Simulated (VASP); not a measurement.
The system is W.

```
CELL_PARAMETERS angstrom
-1.56769 1.56769 1.56769
1.56769 -1.56769 1.56769
1.56769 1.56769 -1.56769
ATOMIC_POSITIONS crystal
W 0.00000 0.00000 0.00000
```

Base run:

```yaml
Program: VASP 6.6.1
Functional: LDA
Potentials_or_basis: VASP PAW LDA potentials, release 64 (W_sv)
Cutoff: 520 eV
k_mesh: 14 × 14 × 14
Occupations: fermi-dirac, width 0.1 eV
Spin: no spin polarisation
```

Its results: pressure 2.0 GPa.

Q: The run is repeated on the same cell with these changes: spin from no spin polarisation to non-collinear spin, zero start, spin-orbit coupling; further incar settings from ALGO = Normal; EDIFF = 1e-06; NBANDS = 13 to ALGO = Normal; EDIFF = 1e-06; NBANDS = 25. What comes out?

A: Pressure 2.8 GPa; net moment 0.00 μB per cell.
